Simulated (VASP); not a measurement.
# Mg (P6/mmm) in VASP: single point with PBEsol

Aim: the single point of Mg with PBEsol.

Program: VASP 6.6.1. These are calculated values, not measurements. Logs are shortened: lines on timing, memory, paths and dates and some standing lists are left out, and cuts for length are marked.

## Step 1: The cell of the first run

Symmetry: P6/mmm, No. 191, hexagonal system. Conventional cell: a = 3.050 Å, b = 3.050 Å, c = 3.045 Å, α = 90.00°, β = 90.00°, γ = 120.00°. Mg (site symmetry 6/mmm) has 8 Mg at 3.04 to 3.05 Å within 4.0 Å.

## Step 2: Single point, PBEsol

INCAR reads:

```
PREC = Accurate ; ENCUT = 520
EDIFF = 1E-6 ; ISMEAR = 1
SIGMA = 0.2 ; LREAL = False
LASPH = True ; NELM = 80
ALGO = Normal ; ISIF = 2
LWAVE = False ; LCHARG = False
GGA = PS ; NBANDS = 7
```

KPOINTS reads:

```
Automatic mesh
0
Gamma
  9 9 8
  0 0 0.5
```

POSCAR reads:

```
Mg
1.0
    3.0503000000      0.0000000000      0.0000000000
   -1.5251500000      2.6416370000      0.0000000000
    0.0000000000      0.0000000000      3.0448380000
Mg
1
Direct
    0.0000000000      0.0000000000      0.0000000000
```

Potentials or basis: VASP PAW PBE potentials, release 64 (Mg).

Run with:

```sh
> cat potpaw_PBE.64/Mg/POTCAR > POTCAR
> mpirun -np 1 vasp_std > vasp.out
```

OUTCAR:

```text
PREC = Accurate
   ENCUT = 520
   EDIFF = 1E-6
   ISMEAR = 1
   LREAL = False
   LASPH = True
   NELM = 80
   ISIF = 2
   GGA = PS

 ion  position               nearest neighbor table
   1  0.000  0.000  0.000-

  LATTYP: Found a hexagonal cell.
 ALAT       =     3.0503000000
 C/A-ratio  =     0.9982093565

  Lattice vectors:

 A1 = (   3.0503000000,   0.0000000000,   0.0000000000)
 A2 = (  -1.5251500000,   2.6416370000,   0.0000000000)
 A3 = (   0.0000000000,   0.0000000000,   3.0448380000)

Analysis of symmetry for initial positions (statically):
=====================================================================
 Subroutine PRICEL returns:
 Original cell was already a primitive cell.

 Routine SETGRP: Setting up the symmetry group for a
 hexagonal supercell.

 Subroutine GETGRP returns: Found 24 space group operations
 (whereof 24 operations were pure point group operations)
 out of a pool of 24 trial point group operations.

The static configuration has the point symmetry D_6h.

Analysis of symmetry for dynamics (positions and initial velocities):
=====================================================================
 Subroutine PRICEL returns:
 Original cell was already a primitive cell.

 Routine SETGRP: Setting up the symmetry group for a
 hexagonal supercell.

 Subroutine GETGRP returns: Found 24 space group operations
 (whereof 24 operations were pure point group operations)
 out of a pool of 24 trial point group operations.

The dynamic configuration has the point symmetry D_6h.

 Subroutine INISYM returns: Found 24 space group operations
 (whereof 24 operations are pure point group operations),
 and found     1 'primitive' translations

----------------------------------------------------------------------------------------

                                     Primitive cell

  volume of cell :      24.5347

  direct lattice vectors                    reciprocal lattice vectors
     3.050300000  0.000000000  0.000000000     0.327836606  0.189276574  0.000000000
    -1.525150000  2.641637000  0.000000000     0.000000000  0.378553147  0.000000000
     0.000000000  0.000000000  3.044838000     0.000000000  0.000000000  0.328424698

  length of vectors
     3.050300000  3.050299750  3.044838000     0.378553116  0.378553147  0.328424698

[... 77 lines left out ...]
   NELM   =     80;   NELMIN=  2; NELMDL= -5     # of ELM steps
   EDIFF  = 0.1E-05   stopping-criterion for ELM
   LREAL  =      F    real-space projection
   EDIFFG = 0.1E-04   stopping-criterion for IOM
   NSW    =      0    number of steps for IOM
   IBRION =     -1    ionic relax: 0-MD 1-quasi-New 2-CG
   NFREE  =      0    steps in history (QN), initial steepest desc. (CG)
   ISIF   =      2    stress and relaxation
   ISYM   =      2    0-nonsym 1-usesym 2-fastsym
   POTIM  = 0.5000    time-step for ionic-motion
   TEBEG  =    0.0;   TEEND  =   0.0 temperature during run
   PSTRESS=    0.0 pullay stress
   NELECT =       2.0000    total number of electrons
   NUPDOWN=      -1.0000    fix difference up-down
   EMIN   =  10.00;   EMAX   =-10.00  energy-range for DOS
   EFERMI =   0.00;   METHOD = LEGACY
   ISMEAR =     1;   SIGMA  =   0.20  broadening in eV -4-tet -1-fermi 0-gaus
   EFERMI_NEDOS =   21; number of points for ismear=-14 and -15
   IALGO  =     38    algorithm
   IMIX   =      4    mixing-type and parameters
     AMIX     =   0.40;   BMIX     =  1.00
     AMIX_MAG =   1.60;   BMIX_MAG =  1.00
  volume/ion in A,a.u.               =      24.53       165.57
  Fermi-wavevector in a.u.,A,eV,Ry     =   0.709836  1.341396  6.855534  0.503868
  Thomas-Fermi vector in A             =   1.796524
   LORBIT       =      0    0 simple, 1 ext, 2 COOP (PROOUT), +10 PAW based schemes
   GGA     = PS    functional components
   LHFCALC =     F    Hartree Fock is set to
   AEXX    =    0.0000 exact exchange contribution
   IVDW    =     0    specifies the selected vdW correction
   LEPSILON=     F    determine dielectric tensor
   LRPA    =     F    only Hartree local field effects (RPA)
 non-spin polarized calculation
 Methfessel and Paxton  Order N= 1 SIGMA  =   0.20
  energy-cutoff  :      520.00
  volume of cell :       24.53
 maximum number of plane-waves:       672
 NGX is ok and might be reduce to    24
   NGX = 11   NGY = 11   NGZ = 11

 number of electron       2.0000000 magnetization

 Free energy of the ion-electron system (eV)
  ---------------------------------------------------
  ext. energy  EPLUGINS =         0.00000000
  ---------------------------------------------------
  free energy    TOTEN  =        -1.48990427 eV

  energy without entropy =       -1.49105326  energy(sigma->0) =       -1.49028726

 E-fermi :   2.2020     XC(G=0):  -8.3086

 val. band max:        2.1364271964   @ k =   0.4444   0.0000   0.0625
 cond. band min:       2.2502014238   @ k =   0.4444   0.1111   0.3125
 fundamental gap:      0.1137742274
 Fermi energy:         2.2019689905

 k-point     1 :       0.0000    0.0000    0.0625
  band No.  band energies     occupation
      1      -4.3540      2.00000
      2       8.8874      0.00000
      3      12.3255      0.00000
      4      14.8301      0.00000
      5      14.8301      0.00000
      6      15.9176      0.00000
      7      15.9176      0.00000
[... 221 lines left out ...]
 k-point    24 :       0.3333    0.3333    0.1875
  band No.  band energies     occupation
      1       2.8083     -0.00016
      2       2.8083     -0.00016
      3       3.6913     -0.00000
      4      12.4572      0.00000
      5      12.4572      0.00000
      6      13.4046      0.00000
      7      21.5975      0.00000

 [... further k-points ...]

------------------------ aborting loop because EDIFF is reached ----------------------------------------

  FORCE on cell =-STRESS in cart. coord.  units (eV):
  Direction    XX          YY          ZZ          XY          YZ          ZX
  --------------------------------------------------------------------------------------
  -------------------------------------------------------------------------------------
  Total        0.1484102      0.1484102      0.0398286     -0.0000000     -0.0000000      0.0000000
  in kB        9.6915773      9.6915752      2.6009111     -0.0000000     -0.0000000      0.0000000
  external PRESSURE =       7.3280212 kB  Pullay stress =       0.0000000 kB

 VOLUME and BASIS-vectors are now :
 -----------------------------------------------------------------------------
  energy-cutoff  :      520.00
  volume of cell :       24.53
      direct lattice vectors                 reciprocal lattice vectors
     3.050300000  0.000000000  0.000000000     0.327836606  0.189276574  0.000000000
    -1.525150000  2.641637000  0.000000000     0.000000000  0.378553147  0.000000000
     0.000000000  0.000000000  3.044838000     0.000000000  0.000000000  0.328424698

 POSITION                                       TOTAL-FORCE (eV/Angst)
 -----------------------------------------------------------------------------------
      0.00000      0.00000      0.00000         0.000000      0.000000      0.000000
 -----------------------------------------------------------------------------------
    total drift:                               -0.000000      0.000000      0.000000

  FREE ENERGIE OF THE ION-ELECTRON SYSTEM (eV)
  ---------------------------------------------------
  free  energy   TOTEN  =        -1.4899042691 eV

  energy  without entropy=       -1.4910532555  energy(sigma->0) =       -1.49028726
```

OSZICAR:

```text
N       E                     dE             d eps       ncg     rms          rms(c)
DAV:   1    -0.790236313608E+00   -0.79024E+00   -0.89225E+02   721   0.208E+02
DAV:   2    -0.149903793570E+01   -0.70880E+00   -0.68482E+00   875   0.117E+01
DAV:   3    -0.150225820548E+01   -0.32203E-02   -0.32182E-02   924   0.870E-01
DAV:   4    -0.150226282676E+01   -0.46213E-05   -0.46213E-05   959   0.250E-02
DAV:   5    -0.150226284122E+01   -0.14459E-07   -0.14578E-07   938   0.887E-04    0.626E-01
DAV:   6    -0.149547575931E+01    0.67871E-02   -0.68452E-04   840   0.106E-01    0.398E-01
DAV:   7    -0.148990116903E+01    0.55746E-02   -0.26628E-03   798   0.200E-01    0.203E-02
DAV:   8    -0.148990424167E+01   -0.30726E-05   -0.27108E-05   924   0.271E-02    0.506E-03
DAV:   9    -0.148990426914E+01   -0.27475E-07   -0.70274E-07   875   0.302E-03
   1 F= -.14899043E+01 E0= -.14902873E+01  d E =0.114899E-02
```

Wall time 5.5 s (1 thread of Intel Xeon 8259CL, shared host); peak memory 0.14 GiB.

Results:

| Item | Value |
| --- | --- |
| Free energy | -1.4899 eV |
| Pressure | 0.7 GPa |
| Band gap on the k mesh | zero (band 1 reaches 4.92 eV, above the bottom of band 2 at 0.64 eV) |

Levels at points of the mesh, in eV from the Fermi level:
```tsv
k point	band 1	band 2	band 3	band 4	band 5
(0.00, 0.00, 0.06)	-6.56	6.69	10.12	12.63	12.63
```

Caveat: the PAW data sets were made with another functional, which shifts forces and pressure a little.
